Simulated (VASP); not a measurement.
Runs of VASP 6.6.1 on InAs. The structure is that of space group F-43m (No. 216), or close to it. The cells are those of the table. 

| cell | gap on the mesh (eV) | pressure (GPa) |
| --- | --- | --- |
| a = 4.268 Å, angles 60.0°, 2 atoms | none | 4.4 |
| a = 4.310 Å, angles 60.0°, 2 atoms | none | (b) |
| a = 4.352 Å, angles 60.0°, 2 atoms | none | 0.9 |
| a = 4.225 Å, angles 60.0°, 2 atoms | none | (a) |
| a = 4.181 Å, angles 60.0°, 2 atoms | 0.15 | 9.2 |

Alike in all rows: task single point; level PBE; potentials or basis VASP PAW PBE potentials, release 64 (In_d, As); no spin polarisation; k mesh 6 × 6 × 6; cutoff (eV) 500; smearing fermi-dirac 0.05 eV.

Q: Fill in the values left out.

A: (a) 6.6; (b) 2.5.

Caveats: spin-orbit coupling is left out, which moves the levels of the heavy elements; semilocal functionals underestimate gaps, so a narrow gap can read as zero (at least some runs); the cell stands under pressure (at least some runs).

A k mesh can miss the band edges, and the runs leave out spin-orbit coupling on As, In.

A gap of «none» marks levels without a gap at the run's occupations.
